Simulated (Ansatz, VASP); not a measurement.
BaF2: VASP beside Ansatz

File POSCAR:

```
BaF2
1.0
    0.0000000000      3.0971612412      3.0971612412
    3.0971612412      0.0000000000      3.0971612412
    3.0971612412      3.0971612412      0.0000000000
Ba F
1 2
Direct
    0.0000000000      0.0000000000      0.0000000000
    0.2500000000      0.2500000000      0.2500000000
    0.7500000000      0.7500000000      0.7500000000
```

The input INCAR.step1:

```
ALGO = Normal
EDIFF = 1E-5
ENCUT = 660
GGA = PE
GGA_COMPAT = F
ISMEAR = 0
LASPH = T
LCHARG = F
LREAL = F
LWAVE = T
NBANDS = 19
NELM = 120
PREC = Accurate
SIGMA = 0.01
```

Contents of INCAR.step2:

```
ALGO = Normal
EDIFF = 1E-6
ENCUT = 660
GGA_COMPAT = F
ISIF = 2
ISMEAR = 0
ISTART = 1
LASPH = T
LCHARG = F
LMIXTAU = T
LREAL = F
LWAVE = F
METAGGA = R2SCAN
NBANDS = 19
NELM = 120
PREC = Accurate
SIGMA = 0.01
```

Contents of KPOINTS:

```
k-points
0
Gamma
  6 6 6
```

Input for Ansatz:

```yaml
crystal:
  lattice:
    - [0.0, 3.0971612412, 3.0971612412]
    - [3.0971612412, 0.0, 3.0971612412]
    - [3.0971612412, 3.0971612412, 0.0]
  atoms:
    - { symbol: Ba, position: [0.0, 0.0, 0.0] }
    - { symbol: F, position: [0.25, 0.25, 0.25] }
    - { symbol: F, position: [0.75, 0.75, 0.75] }
kpoints:
  mp_grid: { grid: [6, 6, 6] }
hamiltonian:
  xc: r2scan
scf:
  occupations: { method: fixed }
output:
  optics: { e_range: [0, 24], de: 0.05, sigma: 0.1 }
```

Alike in both runs: task single point; functional r2SCAN; k mesh 6 × 6 × 6; no spin polarisation.

```csv
,VASP,Ansatz
version,VASP 6.6.1,Ansatz 0.2.0
potentials or method,"VASP PAW PBE potentials, release 64 (Ba_sv, F)","plane waves, PAW"
plane-wave cutoff (eV),660,500
occupations,"gaussian, width 0.01 eV",fixed
valence electrons in the cell,24,24
```

Ansatz gave:

- gap on the k mesh at the Fermi level (eV): 7.44

What did VASP give for the same quantities?

gap on the k mesh at the Fermi level (eV): 7.36.

VASP's potentials were made for PBE, not for r2SCAN.

Spin-orbit coupling is off throughout.
